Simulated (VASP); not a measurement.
The system is Cu.

```xyz
3
Lattice="3.2912 0.0000 0.0000 -1.6456 2.8502 0.0000 0.0000 0.0000 3.7339" Properties=species:S:1:pos:R:3 pbc="T T T"
Cu    0.7418    0.0000    1.2446
Cu   -0.3709    0.6424    2.4893
Cu    1.2747    2.2078    0.0000
```

| Property | Result |
| --- | --- |
| Program | VASP 6.6.1 |
| Task | relaxation of cell and atoms |
| Functional | r2SCAN |
| Potentials or basis | VASP PAW PBE potentials, release 64 (Cu) |
| Cutoff | 600 eV |
| k mesh | 6 × 6 × 6 |
| Occupations | gaussian, width 0.1 eV |
| Spin | no spin polarisation |

At the start: pressure 88.8 GPa; volume 11.68 Å³/atom.

Task: Where does the relaxation end?

Result: Over 44 steps the energy falls by 2546.2 meV/atom and the volume is 11.52 Å³/atom (-1.3 %); space group Im-3m (No. 229, to 0.05 Å).

The path:
```csv
step,energy change (eV),largest force (eV/Å),pressure (GPa),volume (Å³)
1,0.0000,14.9434,88.77,35.03
3,-3.4694,0.0856,-14.35,72.68
5,-5.7757,0.0344,-14.93,49.81
7,-6.1007,0.5574,-9.44,45.10
9,-6.1164,0.8623,-6.90,43.89
11,-6.3080,0.4563,3.28,39.19
13,-6.3498,0.0878,0.67,39.91
15,-6.3766,0.0284,-2.66,40.92
17,-6.4117,0.0813,-12.63,44.34
19,-6.4105,0.0294,-7.44,42.55
21,-6.4292,0.0472,-8.31,42.71
23,-6.5045,0.0876,-11.32,43.23
25,-6.9972,0.1683,-19.37,42.83
27,-6.8993,0.1927,-18.97,43.37
29,-7.0337,0.1767,-18.33,42.33
31,-7.0636,0.1590,-18.83,42.22
33,-7.4697,0.3125,-11.37,38.03
35,-7.5969,0.4420,-1.51,35.04
37,-7.5980,0.4603,0.47,34.59
39,-7.6214,0.2452,0.86,34.44
41,-7.6367,0.0311,0.17,34.55
43,-7.6378,0.0246,-0.26,34.63
44,-7.6385,0.0034,0.03,34.57
```

Final structure:
```
CELL_PARAMETERS angstrom
4.00034 0.00000 0.00000
-2.00017 3.46439 0.00000
0.00000 0.00000 2.49444
ATOMIC_POSITIONS crystal
Cu 0.33357 0.00000 0.33333
Cu 0.00000 0.33357 0.66667
Cu 0.66643 0.66643 0.00000
```

Caveat: the k points lie up to 0.42 Å⁻¹ apart in the final cell; the PAW data sets were made with another functional, which shifts forces and pressure a little.
